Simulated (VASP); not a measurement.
Set up this calculation in VASP 6.6.1, as the native input.

```yaml
Task: single point
Functional: PBE
Potentials_or_basis: VASP PAW PBE potentials, release 64 (S, Zr_sv)
Cutoff: 400 eV
k_mesh: 12 × 12 × 1
Occupations: gaussian, width 0.03 eV
Spin: no spin polarisation
Dipole_correction: yes
Further_INCAR_settings: ALGO = Normal; EDIFF = 1e-06; NBANDS = 19; NELMDL = -8
```

The structure of ZrS2 (r.Ae) lies in POSCAR:

```
ZrS2
1.0
    3.6780738602      0.0000000000      0.0000000000
   -1.8390369301      3.1853053999      0.0000000000
    0.0000000000      0.0000000000     18.8813307815
S Zr
2 1
Direct
    0.3333333333      0.6666666667      0.4236989486
    0.6666666667      0.3333333333      0.5763010514
    0.0000000000      0.0000000000      0.5000000000
```

The input as run:

INCAR

```
SYSTEM = ZrS2
  ALGO = Normal
  DIPOL = 0.5 0.5 0.500
  EDIFF = 1E-6
  ENCUT = 400
  GGA = PE
  GGA_COMPAT = .FALSE.
  IDIPOL = 3
  ISIF = 2
  ISMEAR = 0
  LASPH = .TRUE.
  LCHARG = .FALSE.
  LDIPOL = .TRUE.
  LREAL = .FALSE.
  LWAVE = .FALSE.
  NBANDS = 19
  NELM = 120
  NELMDL = -8
  PREC = Accurate
  SIGMA = 0.03
```

KPOINTS

```
k-points
0
G
  12 12 1
  0 0 0
```

Potentials or basis: VASP PAW PBE potentials, release 64 (S, Zr_sv).

Command:

```bash
$ cat potpaw_PBE.64/S/POTCAR potpaw_PBE.64/Zr_sv/POTCAR > POTCAR
$ mpirun -np 1 vasp_std > vasp.out
```

It gave:

```json
{
 "Largest force": "0.129 eV/Å",
 "Band gap on the k mesh": "1.21 eV, indirect (least direct gap 1.70 eV)"
}
```

It took 2.4 min on 1 thread of Intel Xeon 8259CL (shared host), peak memory 0.27 GiB.
